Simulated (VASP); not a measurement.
Write the native input for VASP 6.6.1 that does the following.

```
Task                   : electric field gradients
Functional             : PBE
Potentials or basis    : VASP PAW PBE potentials, release 64 (Mg, B)
Cutoff                 : 520 eV
k mesh                 : 12 × 12 × 9
Occupations            : fermi-dirac, width 0.05 eV
Spin                   : no spin polarisation
Dipole correction      : no
Further INCAR settings : ALGO = Normal; EDIFF = 1e-08; NBANDS = 11
```

The structure of MgB2 lies in POSCAR:

```
MgB2
1.0
    3.0746829003      0.0000000000      0.0000000000
   -1.5373414502      2.6627535003      0.0000000000
    0.0000000000      0.0000000000      3.5112173033
Mg B
1 2
Direct
    0.0000000000      0.0000000000      0.0000000000
    0.3333333333      0.6666666667      0.5000000000
    0.6666666667      0.3333333333      0.5000000000
```

This cell differs from its parent crystal: volume scaled by 0.99.

One way to write it, as run:

INCAR

```
ALGO     = Normal         # electronic algorithm
EDIFF    = 1E-8           # SCF threshold, eV
ENCUT    = 520            # plane-wave cutoff, eV
GGA      = PE             # functional
ISIF     = 2              # what is computed and relaxed
ISMEAR   = -1             # smearing method
LASPH    = T              # aspherical terms in the spheres
LCHARG   = F              # write CHGCAR
LEFG     = T            
LREAL    = F              # projectors in reciprocal space
LWAVE    = F              # write WAVECAR
NBANDS   = 11             # bands
NELM     = 80             # most SCF steps
PREC     = Accurate       # precision mode
SIGMA    = 0.05           # smearing width, eV
```

KPOINTS

```
k-points
0
Gamma
  12 12 9
```

Potentials or basis: VASP PAW PBE potentials, release 64 (Mg, B).

Command:

```console
$ cat potpaw_PBE.64/Mg/POTCAR potpaw_PBE.64/B/POTCAR > POTCAR
$ mpirun -np 1 vasp_std > vasp.out
```

Results of the run:

```yaml
Pressure: 0.2 GPa
Band_gap_on_the_k_mesh: zero (band 4 reaches 7.13 eV, above the bottom of band 5 at 3.40 eV)
```

Caveat: without QUAD_EFG the Cq values of the log hold for a quadrupole moment of 1 mb, not for the nuclei.

Run time: 14 s on 1 thread of Intel(R) Xeon(R) 6975P-C (Granite Rapids), on a shared host, peak memory 0.16 GiB.
